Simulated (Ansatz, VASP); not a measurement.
**Two plane-wave programs on Cu**

```
CELL_PARAMETERS angstrom
1.21846 -3.97638 0.00000
1.21846 3.97638 0.00000
0.00000 0.00000 2.45074
ATOMIC_POSITIONS crystal
Cu 0.86613 0.13387 0.75000
Cu 0.13387 0.86613 0.25000
```

Alike in both runs: task single point; functional PBEsol; k mesh 9 × 9 × 9; occupations fermi-dirac, width 0.05 eV; no spin polarisation.

```csv
,VASP,Ansatz
version,VASP 6.6.1,Ansatz 0.2.0
potentials or method,"VASP PAW PBE potentials, release 64 (Cu)",Ansatz PAW
plane-wave cutoff (eV),520,420
valence electrons in the cell,22,38
```

```csv
,VASP,Ansatz,Ansatz less VASP
gap on the k mesh at the Fermi level (eV),none,none,-
pressure (GPa),0.8,0.1,-0.68
"traceless stress, the component that is largest in VASP (GPa)",2.07,2.02,-0.050
rms of the force components (eV/Å),0.006,0.003,-0.0024
```

VASP's potentials were made for PBE, not for PBEsol. Atom by atom the forces differ by 0.002 eV/Å (rms over components). A gap of «none» marks a metal or a gap that the smearing closes. With one functional, cell and mesh, what is left measures potentials, basis and numerics. VASP's potentials hold 22 valence electrons a cell and Ansatz's 38, so a difference there can come from the potentials and not from the codes.
